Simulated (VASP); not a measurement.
Here is a VASP 6.6.1 calculation.

Contents of INCAR:

```
SYSTEM = TaO3
  PREC = Accurate
  ENCUT = 600
  EDIFF = 1E-6
  ISMEAR = 1
  SIGMA = 0.1
  LREAL = .FALSE.
  LASPH = .TRUE.
  NELM = 120
  ALGO = Normal
  ISIF = 2
  LWAVE = .FALSE.
  LCHARG = .FALSE.
  GGA = CA
  NBANDS = 22
  GGA_COMPAT = .FALSE.
```

The input KPOINTS:

```
regular mesh
0
G
  4 4 4
  0 0 0
```

Contents of POSCAR:

```
TaO3
1.0
    3.9603440000      0.0000000000      0.0000000000
    0.0000000000      3.9603440000      0.0000000000
    0.0000000000      0.0000000000      3.9603440000
Ta O
1 3
Direct
    0.5000000000      0.5000000000      0.5000000000
    0.0000000000      0.5000000000      0.5000000000
    0.5000000000      0.5000000000      0.0000000000
    0.5000000000      0.0000000000      0.5000000000
```

Potentials or basis: VASP PAW LDA potentials, release 64 (Ta_pv, O).

The run is started by

```bash
$ cat potpaw_LDA.64/Ta_pv/POTCAR potpaw_LDA.64/O/POTCAR > POTCAR
$ mpirun -np 1 vasp_std > vasp.out
```

(1) Predict the pressure.

Answers

(1) -8.3 GPa.

Caveat: the k points lie up to 0.40 Å⁻¹ apart; an odd number of electrons without spin polarisation forces a metal; a magnetic or distorted state may lie lower.
